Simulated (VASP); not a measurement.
A run of VASP 6.6.1 is set up as follows.

Contents of INCAR:

```
PREC = Accurate ; ENCUT = 520
EDIFF = 1E-7 ; ISMEAR = -1
SIGMA = 0.05 ; LREAL = False
LASPH = True ; NELM = 80
ALGO = Normal ; ISIF = 2
LWAVE = False ; LCHARG = False
GGA = PS ; NBANDS = 46
```

File KPOINTS:

```
regular mesh
0
Gamma
  2 4 4
```

File POSCAR:

```
Al2TlAs3
1.0
   10.5325818525     -5.3936717956      0.7799814842
    4.9789670990      2.1417630022      0.5521868744
   -4.4597623967      0.3890709415      4.7710220019
Al Tl As
4 2 6
Direct
    0.3685056127      0.4607594374      0.8534840812
    0.1927864286      0.4503736146      0.0845146172
    0.8679358682      0.4603968691      0.8504893803
    0.6930919495      0.4479670506      0.0826147164
    0.0514365245      0.0785047658      0.5098536934
    0.5510295803      0.0785047016      0.5097428368
    0.3560499419      0.7212317626      0.2993747258
    0.4124369915      0.9136872150      0.8950420178
    0.1752864455      0.3275926505      0.3835207954
    0.8558483658      0.7194451933      0.2961887755
    0.9127024528      0.9115477345      0.8922751234
    0.6749908314      0.3258018297      0.3812396915
```

Potentials or basis: VASP PAW PBE potentials, release 64 (Al, Tl_d, As).

Run with:

```sh
$ cat potpaw_PBE.64/Al/POTCAR potpaw_PBE.64/Tl_d/POTCAR potpaw_PBE.64/As/POTCAR > POTCAR
$ mpirun -np 1 vasp_std > vasp.out
```

What does it give for the pressure?

0.2 GPa.

Predict the band gap on the k mesh.

zero (bands 34 and 35 overlap by 0.97 eV).

Forces in eV/Å, atoms in the order of the input:
```
Al   0.000 -0.010 -0.005
Al  -0.004 -0.002 -0.013
Al   0.002 -0.009 -0.007
Al  -0.006 -0.001 -0.011
Tl   0.000  0.002  0.007
Tl   0.001  0.003  0.006
As   0.000 -0.018  0.014
As   0.011  0.003 -0.012
As  -0.007  0.022  0.008
As   0.001 -0.016  0.017
As   0.008  0.005 -0.012
As  -0.005  0.022  0.008
```

Caveat: the k points lie up to 0.39 Å⁻¹ apart, too coarse for converged energies and pressures of a metal; the PAW data sets were made with another functional, which shifts forces and pressure a little; spin-orbit coupling is left out, which moves the levels of the heavy elements.
